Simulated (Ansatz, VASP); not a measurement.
This is a calculation of ZnS for VASP 6.6.1.

File INCAR:

```
  PREC = Accurate
  ENCUT = 520
  EDIFF = 1E-6
  ISMEAR = -1
  SIGMA = 0.04
  LREAL = False
  LASPH = True
  NELM = 100
  ALGO = Normal
  ISIF = 2
  LWAVE = False
  LCHARG = False
  GGA = PE
  NBANDS = 16
```

Contents of KPOINTS:

```
Automatic mesh
0
Gamma
  5 5 5
```

File POSCAR:

```
ZnS
1.0
    0.0000000000      2.7020000000      2.7020000000
    2.7020000000      0.0000000000      2.7020000000
    2.7020000000      2.7020000000      0.0000000000
Zn S
1 1
Direct
    0.7500000000      0.7500000000      0.7500000000
    0.0000000000      0.0000000000      0.0000000000
```

Potentials or basis: VASP PAW PBE potentials, release 64 (Zn, S).

Launch:

```bash
$ cat potpaw_PBE.64/Zn/POTCAR potpaw_PBE.64/S/POTCAR > POTCAR
$ mpirun -np 1 vasp_std > vasp.out
```

Question: Set up the same calculation for Ansatz 0.2.0. Potentials there: all-electron LAPW, scalar-relativistic.

Answer: As run (the cutoff follows the program's own potentials):

File input.yaml:

```yaml
crystal:
  lattice:
    - [0.0, 2.702, 2.702]
    - [2.702, 0.0, 2.702]
    - [2.702, 2.702, 0.0]
  atoms:
    - { symbol: Zn, position: [0.75, 0.75, 0.75] }
    - { symbol: S, position: [0.0, 0.0, 0.0] }
kpoints:
  mp_grid: { grid: [5, 5, 5] }
scf:
  occupations: { method: fermi_dirac, width: 0.04 }
hamiltonian:
  xc: pbe
  pseudopotentials: { kind: all_electron, lapw: { basis_error: 0.003 } }
output:
  forces: true
  stress: true
  eigenvalues: true
```

Potentials or basis: all-electron LAPW, scalar-relativistic.

The run is started by

```console
$ ansatz run input.yaml --threads 1 --pin off --max-ram 3072MiB --backend cpu --events-out ev --progress --plain --runs-dir out
```

Both were run:

|  | VASP | Ansatz | Ansatz less VASP |
| --- | --- | --- | --- |
| gap on the k mesh at the Fermi level (eV) | 2.11 | 2.11 | -0.002 |
| least direct gap on the mesh (eV) | 2.11 | 2.11 | -0.002 |
| pressure (GPa) | 1.8 | 1.7 | -0.14 |

Ansatz ran all-electron here, and VASP with PAW potentials.
